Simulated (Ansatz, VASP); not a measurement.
# GaGeO in VASP and in Ansatz

```
Ga Ge O
1.0
     2.88763    0.00000    0.00000
     0.00000    2.88763    0.00000
     0.00000    0.00000    5.44428
Ga Ge O
1 1 1
Direct
  0.50000 0.50000 0.00000
  0.50000 0.50000 0.50000
  0.00000 0.00000 0.00000
```

Alike in both runs: functional PBE; k mesh 16 × 16 × 8; occupations gaussian, width 0.1 eV; no spin polarisation.

Ansatz relaxed the structure, and its values are those at the end. VASP's run is a single point on that final structure, the one shown.

|  | VASP | Ansatz |
| --- | --- | --- |
| version | VASP 6.6.1 | Ansatz 0.2.0 |
| potentials or method | VASP PAW PBE potentials, release 64 (Ga_d, Ge_d, O), cutoff 520 eV | scalar-relativistic, plane waves, PAW |
| valence electrons in the cell | 33 | 33 |

```tsv
	VASP	Ansatz	Ansatz less VASP
gap on the k mesh at the Fermi level (eV)	none	none	-
pressure (GPa)	0.4	0.0	-0.35
```

A gap of «none» marks a metal or a gap that the smearing closes.
